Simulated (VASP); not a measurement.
Set up this calculation in VASP 6.6.1, as the native input.

| Item | Value |
| --- | --- |
| Task | single point |
| Functional | PBE |
| Potentials or basis | VASP PAW PBE potentials, release 64 (Mg, F) |
| Cutoff | 520 eV |
| k mesh | 9 × 4 × 1 |
| Occupations | gaussian, width 0.1 eV |
| Spin | no spin polarisation |
| Dipole correction | yes |
| Further INCAR settings | ALGO = Normal; EDIFF = 1e-06; NBANDS = 18 |

The structure of Mg6F lies in POSCAR:

```
Mg6F
1.0
    3.2034417932      0.0000000000      0.0000000000
   -1.6017208966      7.8153198520      0.0000000000
    0.0000000000      0.0000000000     20.9851131634
Mg F
6 1
Direct
    0.8493879956      0.6987759913      0.1906113143
    0.5210014932      0.0420029864      0.2197581863
    0.1926149907      0.3852299814      0.2489050583
    0.3710660944      0.7414803149      0.3283003664
    0.0426232582      0.0834482649      0.3542380799
    0.7128162912      0.4251093731      0.3805132287
    0.7128162912      0.9251093731      0.4820137535
```

The input as run:

INCAR

```
PREC = Accurate
ENCUT = 520
EDIFF = 1E-6
ISMEAR = 0
SIGMA = 0.1
LREAL = F
LASPH = T
NELM = 80
ALGO = Normal
ISIF = 2
LWAVE = F
LCHARG = F
LDIPOL = T
IDIPOL = 3
DIPOL = 0.5 0.5 0.315
GGA = PE
NBANDS = 18
```

KPOINTS

```
Automatic mesh
0
Gamma
  9 4 1
```

Potentials or basis: VASP PAW PBE potentials, release 64 (Mg, F).

Run with:

```bash
$ cat potpaw_PBE.64/Mg/POTCAR potpaw_PBE.64/F/POTCAR > POTCAR
$ mpirun -np 1 vasp_std > vasp.out
```

It gave:

| Item | Value |
| --- | --- |
| Largest force | 1.767 eV/Å |

Caveat: an odd number of electrons without spin polarisation forces a metal; a magnetic or distorted state may lie lower.

Run time: 4.9 min on 1 thread of Intel(R) Xeon(R) Platinum 8488C (Sapphire Rapids), on a shared host, peak memory 0.56 GiB.
